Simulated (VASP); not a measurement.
SnPt3: vibrations by perturbation theory with LDA

SnPt3:

```
Sn Pt
1.0
     4.00674    0.00000    0.00000
     0.00000    4.00674    0.00000
     0.00000    0.00000    4.00674
Sn Pt
1 3
Direct
  0.00000 0.00000 0.00000
  0.00000 0.50000 0.50000
  0.50000 0.00000 0.50000
  0.50000 0.50000 0.00000
```

```yaml
Program: VASP 6.6.1
Task: vibrations by perturbation theory
Functional: LDA
Potentials_or_basis: VASP PAW LDA potentials, release 64 (Sn_d, Pt)
Cutoff: 520 eV
k_mesh: 10 × 10 × 10
Occupations: fermi-dirac, width 0.15 eV
Spin: no spin polarisation
Dipole_correction: no
Further_INCAR_settings: ALGO = Normal; EDIFF = 1e-08; NBANDS = 30; IBRION = 8; NSW = 1
```

```
Highest phonon frequency at Γ : 171 cm⁻¹
```

Phonon frequencies in cm⁻¹ (negative: imaginary):
```
              q point                             frequencies
(0.000, 0.000, 0.000)  0 0 0 86 86 86 101 101 101 171 171 171
```

It took 23 min on 1 thread of Intel(R) Xeon(R) 6975P-C (Granite Rapids), on a shared host, peak memory 0.83 GiB.

Caveat: the cell stands under pressure or tension, which shifts response properties.
